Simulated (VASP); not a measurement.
# W14S27 (a cell with a defect) in VASP: single point with PBE+D3(BJ)

Aim: the single point of W14S27 (a cell with a defect) with PBE+D3(BJ).

Program: VASP 6.6.1. These are calculated values, not measurements. Logs are shortened: lines on timing, memory, paths and dates and some standing lists are left out, and cuts for length are marked.

### Step 1. The cell of the first run

The cell holds a defect, 41 atoms: a = 8.345 Å, b = 8.345 Å, c = 12.145 Å, α = 90.00°, β = 90.00°, γ = 120.00°.

### Step 2. Single point, PBE+D3(BJ) (atoms taken out, then relaxed in part)

Input file INCAR:

```
SYSTEM = W14S27
  PREC = Accurate
  ENCUT = 520
  EDIFF = 1E-6
  ISMEAR = 0
  SIGMA = 0.01
  LREAL = Auto
  LASPH = .True.
  NELM = 100
  ALGO = Normal
  ISIF = 2
  LWAVE = .False.
  LCHARG = .True.
  GGA = PE
  IVDW = 12
  LELF = .True.
  LVHAR = .True.
  NBANDS = 205
  NELECT = 356.0
```

Input file KPOINTS:

```
Automatic mesh
0
Gamma
  2 2 2
  0 0 0
```

Input file POSCAR:

```
W14S27
1.0
   -1.5770698836     -8.1946954965      0.0000000000
    7.8853494180      2.7315651655      0.0000000000
    0.0000000000      0.0000000000     12.1450302921
W S
14 27
Direct
    0.4761904762      0.0952380952      0.7491685676
    0.6187123734      0.5248835007      0.7493799298
    0.1901037667      0.2391043536      0.7492644838
    0.7633139844      0.9527161980      0.7493799298
    0.3323242179      0.6652851275      0.7492644838
    0.9061434440      0.3813248047      0.7492644838
    0.0465450707      0.8081145870      0.7493799298
    0.6624187251      0.3270143466      0.2527818153
    0.8095238095      0.7619047619      0.2472062416
    0.3814248401      0.4743140428      0.2498744218
    0.9500320599      0.1900037313      0.2498744218
    0.5217384786      0.9090098463      0.2527818153
    0.0971145286      0.6213965116      0.2498744218
    0.2444142249      0.0496900928      0.2527818153
    0.6166559186      0.5143926520      0.1208725933
    0.1946247367      0.2356216035      0.1214551837
    0.7548795905      0.9547726529      0.1208725933
    0.3358069679      0.6732888474      0.1214551837
    0.8981397240      0.3768038348      0.1214551837
    0.0570359195      0.8165489809      0.1208725933
    0.6668934469      0.3336357342      0.6202182771
    0.8095238095      0.7619047619      0.6195684368
    0.3811067809      0.4762015395      0.6194826717
    0.9522376157      0.1903217905      0.6194826717
    0.5238851445      0.9045351245      0.6202182771
    0.0952270320      0.6191909558      0.6194826717
    0.2377928372      0.0475434270      0.6202182771
    0.4761904762      0.0952380952      0.3834456986
    0.6217747106      0.5241828454      0.3789388182
    0.1899461605      0.2360002691      0.3799496431
    0.7595509920      0.9496538609      0.3789388182
    0.3354283024      0.6682316057      0.3799496431
    0.9031969657      0.3814824109      0.3799496431
    0.0472457260      0.8118775794      0.3789388182
    0.6669986940      0.3336491718      0.8784990669
    0.8095238095      0.7619047619      0.8795733852
    0.3809313585      0.4760564750      0.8795814835
    0.9522679736      0.1904972129      0.8795814835
    0.5237933350      0.9044298774      0.8784990669
    0.0953720965      0.6191605978      0.8795814835
    0.2377793996      0.0476352365      0.8784990669
```

Potentials or basis: VASP PAW PBE potentials, release 64 (W_sv, S).

Launch:

```
cat potpaw_PBE.64/W_sv/POTCAR potpaw_PBE.64/S/POTCAR > POTCAR
mpirun -np 1 vasp_std > vasp.out
```

OUTCAR:

```text
SYSTEM = W14S27
   PREC = Accurate
   ENCUT = 520
   EDIFF = 1E-6
   ISMEAR = 0
   LREAL = Auto
   LASPH = .True.
   NELM = 100
   ISIF = 2
   GGA = PE
   IVDW = 12
   NELECT = 356.0
 IVDW          = 12

 ion  position               nearest neighbor table
   1  0.476  0.095  0.749-  21 2.40  25 2.40  27 2.40  35 2.41  39 2.41  41 2.41   4 3.16   7 3.16
                             2 3.16   5 3.16   6 3.16   3 3.16
   2  0.619  0.525  0.749-  23 2.40  22 2.40  37 2.41  36 2.41  21 2.41  35 2.41   5 3.14   4 3.15
                             7 3.15   3 3.15   1 3.16   6 3.17
   3  0.190  0.239  0.749-  24 2.40  23 2.41  37 2.41  38 2.41  27 2.41  41 2.41   6 3.14   5 3.14
                             4 3.14   2 3.15   1 3.16   7 3.17
   4  0.763  0.953  0.749-  24 2.40  22 2.40  38 2.41  36 2.41  25 2.41  39 2.41   3 3.14   2 3.15
                             7 3.15   6 3.15   1 3.16   5 3.17
   5  0.332  0.665  0.749-  23 2.40  26 2.41  40 2.41  37 2.41  25 2.41  39 2.41   3 3.14   6 3.14
                             2 3.14   7 3.15   1 3.16   4 3.17
   6  0.906  0.381  0.749-  26 2.40  24 2.41  38 2.41  40 2.41  21 2.41  35 2.41   3 3.14   5 3.14
                             7 3.14   4 3.15   1 3.16   2 3.17
   7  0.047  0.808  0.749-  26 2.40  22 2.40  40 2.41  36 2.41  27 2.41  41 2.41   6 3.14   4 3.15
                             2 3.15   5 3.15   1 3.16   3 3.17
   8  0.662  0.327  0.253-  28 2.38  33 2.39  29 2.39  15 2.40  19 2.40  14 3.07  12 3.07  11 3.13
                            10 3.15   9 3.20  13 3.21
   9  0.810  0.762  0.247-  29 2.42  31 2.42  34 2.42  15 2.43  17 2.43  20 2.43  11 3.15  10 3.15
                            13 3.15   8 3.20  12 3.20  14 3.20
  10  0.381  0.474  0.250-  16 2.39  15 2.40  29 2.41  30 2.41  32 2.43  18 2.44  14 3.13   8 3.15
                             9 3.15  11 3.17  13 3.17  12 3.21
  11  0.950  0.190  0.250-  19 2.39  17 2.40  31 2.41  33 2.41  30 2.43  16 2.44   8 3.13  12 3.15
                             9 3.15  10 3.17  13 3.17  14 3.21
[... 31 lines left out ...]
  40  0.095  0.619  0.880-   7 2.41   5 2.41   6 2.41
  41  0.238  0.048  0.878-   1 2.41   3 2.41   7 2.41

  LATTYP: Found a hexagonal cell.
 ALAT       =     8.3450694244
 C/A-ratio  =     1.4553540150

  Lattice vectors:

 A1 = (  -1.5770698836,  -8.1946954965,   0.0000000000)
 A2 = (   7.8853494180,   2.7315651655,   0.0000000000)
 A3 = (   0.0000000000,   0.0000000000,  12.1450302921)

Analysis of symmetry for initial positions (statically):
=====================================================================
 Subroutine PRICEL returns:
 Original cell was already a primitive cell.

 Routine SETGRP: Setting up the symmetry group for a
 hexagonal supercell.

 Subroutine GETGRP returns: Found  3 space group operations
 (whereof  1 operations were pure point group operations)
 out of a pool of 24 trial point group operations.

The static configuration has the point symmetry C_1 .
 The point group associated with its full space group is C_3 .

Analysis of symmetry for dynamics (positions and initial velocities):
=====================================================================
 Subroutine PRICEL returns:
 Original cell was already a primitive cell.

 Routine SETGRP: Setting up the symmetry group for a
 hexagonal supercell.

 Subroutine GETGRP returns: Found  3 space group operations
 (whereof  1 operations were pure point group operations)
 out of a pool of 24 trial point group operations.

The dynamic configuration has the point symmetry C_1 .
 The point group associated with its full space group is C_3 .

 Subroutine INISYM returns: Found  3 space group operations
 (whereof  1 operations are pure point group operations),
 and found     1 'primitive' translations

----------------------------------------------------------------------------------------

                                     Primitive cell

  volume of cell :     732.4688

  direct lattice vectors                    reciprocal lattice vectors
    -1.577069884 -8.194695496  0.000000000     0.045291951 -0.130746600  0.000000000
     7.885349418  2.731565166  0.000000000     0.135875852 -0.026149320  0.000000000
     0.000000000  0.000000000 12.145030292     0.000000000  0.000000000  0.082338206

  length of vectors
     8.345069424  8.345069424 12.145030292     0.138369195  0.138369195  0.082338206

  position of ions in fractional coordinates (direct lattice)
     0.476190476  0.095238095  0.749168568
     0.618712373  0.524883501  0.749379930
     0.190103767  0.239104354  0.749264484
     0.763313984  0.952716198  0.749379930
     0.332324218  0.665285127  0.749264484
     0.906143444  0.381324805  0.749264484
[... 33 lines left out ...]
     0.095372097  0.619160598  0.879581483
     0.237779400  0.047635236  0.878499067

  ion indices of the primitive-cell ions
   primitive index   ion index
                 1           1
                 2           2
                 3           3
                 4           4
                 5           5
                 6           6
[... 33 lines left out ...]
                40          40
                41          41

----------------------------------------------------------------------------------------

 KPOINTS: Automatic mesh

Automatic generation of k-mesh.
 Grid dimensions read from file:
 generate k-points for:    2    2    2

 Generating k-lattice:

  Cartesian coordinates                     Fractional coordinates (reciprocal lattice)
     0.022645975 -0.065373300  0.000000000     0.500000000  0.000000000  0.000000000
     0.067937926 -0.013074660  0.000000000    -0.000000000  0.500000000  0.000000000
     0.000000000  0.000000000  0.041169103     0.000000000  0.000000000  0.500000000

  Length of vectors
     0.069184597  0.069184597  0.041169103

  Shift w.r.t. Gamma in fractional coordinates (k-lattice)
     0.000000000  0.000000000  0.000000000

 Subroutine IBZKPT returns following result:
 ===========================================

 Found      4 irreducible k-points:

 Following reciprocal coordinates:
            Coordinates               Weight
  0.000000  0.000000  0.000000      1.000000
  0.500000  0.000000  0.000000      3.000000
  0.000000  0.000000  0.500000      1.000000
  0.500000  0.000000  0.500000      3.000000
   k-points           NKPTS =      4   k-points in BZ     NKDIM =      4   number of bands    NBANDS=    205
   number of dos      NEDOS =    301   number of ions     NIONS =     41
   total plane-waves  NPLWV = 368640
   dimension x,y,z NGX =    64 NGY =   64 NGZ =   90
   dimension x,y,z NGXF=   128 NGYF=  128 NGZF=  180
   ions per type =              14  27
   NGX,Y,Z   is equivalent  to a cutoff of  12.75, 12.75, 12.32 a.u.
   NGXF,Y,Z  is equivalent  to a cutoff of  25.50, 25.50, 24.64 a.u.
 SYSTEM =  W14S27
   PREC   = accura    normal or accurate (medium, high low for compatibility)
   ISTART =      0    job   : 0-new  1-cont  2-samecut
   ICHARG =      2    charge: 1-file 2-atom 10-const
   ISPIN  =      1    spin polarized calculation?
   LNONCOLLINEAR =      F non collinear calculations
   LSORBIT =      F    spin-orbit coupling
   LASPH  =      T    aspherical Exc in radial PAW
   ENCUT  =  520.0 eV  38.22 Ry    6.18 a.u.  15.52 15.52 22.58*2*pi/ulx,y,z
   NELM   =    100;   NELMIN=  2; NELMDL= -5     # of ELM steps
   EDIFF  = 0.1E-05   stopping-criterion for ELM
   LREAL  =      T    real-space projection
   EDIFFG = 0.1E-04   stopping-criterion for IOM
   NSW    =      0    number of steps for IOM
   IBRION =     -1    ionic relax: 0-MD 1-quasi-New 2-CG
   NFREE  =      0    steps in history (QN), initial steepest desc. (CG)
   ISIF   =      2    stress and relaxation
   ISYM   =      2    0-nonsym 1-usesym 2-fastsym
   POTIM  = 0.5000    time-step for ionic-motion
   TEBEG  =    0.0;   TEEND  =   0.0 temperature during run
   PSTRESS=    0.0 pullay stress
   NELECT =     356.0000    total number of electrons
   NUPDOWN=      -1.0000    fix difference up-down
   EMIN   =  10.00;   EMAX   =-10.00  energy-range for DOS
   EFERMI =   0.00;   METHOD = LEGACY
   ISMEAR =     0;   SIGMA  =   0.01  broadening in eV -4-tet -1-fermi 0-gaus
   EFERMI_NEDOS =   21; number of points for ismear=-14 and -15
   IALGO  =     38    algorithm
   IMIX   =      4    mixing-type and parameters
     AMIX     =   0.40;   BMIX     =  1.00
     AMIX_MAG =   1.60;   BMIX_MAG =  1.00
  volume/ion in A,a.u.               =      17.87       120.56
  Fermi-wavevector in a.u.,A,eV,Ry     =   1.287148  2.432357 22.541448  1.656750
  Thomas-Fermi vector in A             =   2.419180
   LORBIT       =      0    0 simple, 1 ext, 2 COOP (PROOUT), +10 PAW based schemes
   GGA     = PE    functional components
   LHFCALC =     F    Hartree Fock is set to
   AEXX    =    0.0000 exact exchange contribution
   IVDW    =    12    specifies the selected vdW correction
   LEPSILON=     F    determine dielectric tensor
   LRPA    =     F    only Hartree local field effects (RPA)
 non-spin polarized calculation
 Gauss-broadening in eV      SIGMA  =   0.01
  energy-cutoff  :      520.00
  volume of cell :      732.47
 maximum number of plane-waves:     19738
 NGX is ok and might be reduce to    64
   NGX = 31   NGY = 31   NGZ = 45

 number of electron     356.0000005 magnetization

 Free energy of the ion-electron system (eV)
  ---------------------------------------------------
  ext. energy  EPLUGINS =         0.00000000
  ---------------------------------------------------
  free energy    TOTEN  =      -337.24638731 eV

  energy without entropy =     -337.24375238  energy(sigma->0) =     -337.24506985

 E-fermi :   6.5066     XC(G=0): -10.9057

 val. band max:        6.5012432579   @ k =   0.5000   0.0000   0.5000
 cond. band min:       6.5643624237   @ k =   0.5000   0.0000   0.0000
 fundamental gap:      0.0631191658
 Fermi energy:         6.5066484794

 k-point     1 :       0.0000    0.0000    0.0000
  band No.  band energies     occupation
      1     -67.3522      2.00000
      2     -67.3436      2.00000
      3     -67.3436      2.00000
      4     -67.3274      2.00000
      5     -67.3110      2.00000
      6     -67.3030      2.00000
[... 761 lines left out ...]
    189       9.1955      0.00000
    190       9.2166      0.00000
 [bands above 190 left out]

------------------------ aborting loop because EDIFF is reached ----------------------------------------

 Edisp (eV)  -17.47730

 E6    (eV) :   -10.1128

 E8    (eV) :    -7.3645

  FORCE on cell =-STRESS in cart. coord.  units (eV):
  Direction    XX          YY          ZZ          XY          YZ          ZX
  --------------------------------------------------------------------------------------
  -------------------------------------------------------------------------------------
  Total     -29.29447   -29.29447   -29.97122     0.00000     0.00000     0.00000
  in kB     -64.07772   -64.07772   -65.55802     0.00000     0.00000     0.00000
  external pressure =      -64.57 kB  Pullay stress =        0.00 kB

 VOLUME and BASIS-vectors are now :
 -----------------------------------------------------------------------------
  energy-cutoff  :      520.00
  volume of cell :      732.47
      direct lattice vectors                 reciprocal lattice vectors
    -1.577069884 -8.194695496  0.000000000     0.045291951 -0.130746600  0.000000000
     7.885349418  2.731565166  0.000000000     0.135875852 -0.026149320  0.000000000
     0.000000000  0.000000000 12.145030292     0.000000000  0.000000000  0.082338206

 POSITION                                       TOTAL-FORCE (eV/Angst)
 -----------------------------------------------------------------------------------
     -0.00000     -3.64209      9.09867        -0.000000      0.000000      0.011530
      3.16314     -3.63641      9.10124        -0.003606     -0.014128      0.002757
      1.58561     -0.90471      9.09984        -0.008736      0.000619      0.002902
      6.30870     -3.65272      9.10124        -0.010432      0.010187      0.002757
      4.72191     -0.90603      9.09984         0.003832     -0.007875      0.002902
      1.57783     -6.38396      9.09984         0.004904      0.007257      0.002902
[... 33 lines left out ...]
      4.73189      0.90973     10.68254         0.000300     -0.000797     -0.000823
      0.00063     -1.81841     10.66940        -0.000809      0.000409      0.001221
 -----------------------------------------------------------------------------------
    total drift:                                0.000006      0.000020     -0.009889

  FREE ENERGIE OF THE ION-ELECTRON SYSTEM (eV)
  ---------------------------------------------------
  free  energy   TOTEN  =      -354.7236890950 eV

  energy  without entropy=     -354.7210541678  energy(sigma->0) =     -354.72237163
```

Run time: 22 min. Hardware: 1 thread of Intel Xeon Platinum 8259CL at 2.50GHz (Skylake/Cascade Lake), shared host; peak memory 0.97 GiB.

Results:

```yaml
Free_energy: -354.7237 eV
Largest_force: 0.015 eV/Å
Dispersion_energy_per_atom: -0.426 eV
```

Forces on the atoms (eV/Å):
```
W    0.000  0.000  0.012
W   -0.004 -0.014  0.003
W   -0.009  0.001  0.003
W   -0.010  0.010  0.003
W    0.004 -0.008  0.003
W    0.005  0.007  0.003
W    0.014  0.004  0.003
W    0.003  0.006  0.003
W    0.000  0.000 -0.002
W    0.001 -0.004 -0.005
W   -0.004  0.001 -0.005
W    0.004 -0.006  0.003
W    0.003  0.003 -0.005
W   -0.007  0.000  0.003
S   -0.001  0.005 -0.002
S    0.001  0.001 -0.005
S    0.004 -0.002 -0.002
S   -0.001  0.001 -0.005
S    0.000 -0.002 -0.005
S   -0.004 -0.003 -0.002
S    0.003 -0.001 -0.004
S    0.000  0.000 -0.001
S   -0.001  0.003  0.001
S    0.003 -0.001  0.001
S   -0.002 -0.002 -0.004
S   -0.002 -0.002  0.001
S   -0.001  0.003 -0.004
S    0.000  0.000  0.004
S   -0.001  0.001  0.000
S   -0.001  0.001  0.001
S    0.001  0.000  0.000
S    0.000 -0.001  0.001
S    0.001  0.000  0.001
S   -0.001 -0.001  0.000
S    0.001  0.000  0.001
S    0.000  0.000  0.000
S   -0.001  0.000 -0.001
S    0.001  0.001 -0.001
S    0.000 -0.001  0.001
S    0.000 -0.001 -0.001
S   -0.001  0.000  0.001
```

Levels at points of the mesh, in eV from the Fermi level:
```tsv
k point	band 173	band 174	band 175	band 176	band 177	band 178	band 179	band 180	band 181	band 182
(0.00, 0.00, 0.00)	-0.51	-0.48	-0.48	-0.48	-0.31	0.10	0.90	1.64	1.64	2.20
(0.50, 0.00, 0.00)	-0.28	-0.26	-0.19	-0.12	-0.03	-0.01	0.06	1.47	1.64	2.27
(0.00, 0.00, 0.50)	-0.51	-0.49	-0.49	-0.48	-0.21	0.60	0.70	1.65	1.65	2.45
(0.50, 0.00, 0.50)	-0.22	-0.13	-0.12	-0.10	-0.07	-0.02	-0.01	1.47	1.68	2.52
```

Caveat: the k points lie up to 0.43 Å⁻¹ apart, too coarse for converged energies and pressures of a metal; the cell carries a net charge on a neutralising background, which shifts energy and pressure; the cell differs from its parent crystal (atoms taken out, then relaxed in part); the cell is charged against a uniform background, so pressure and absolute levels hang on convention; spin-orbit coupling is left out, which moves the levels of the heavy elements.
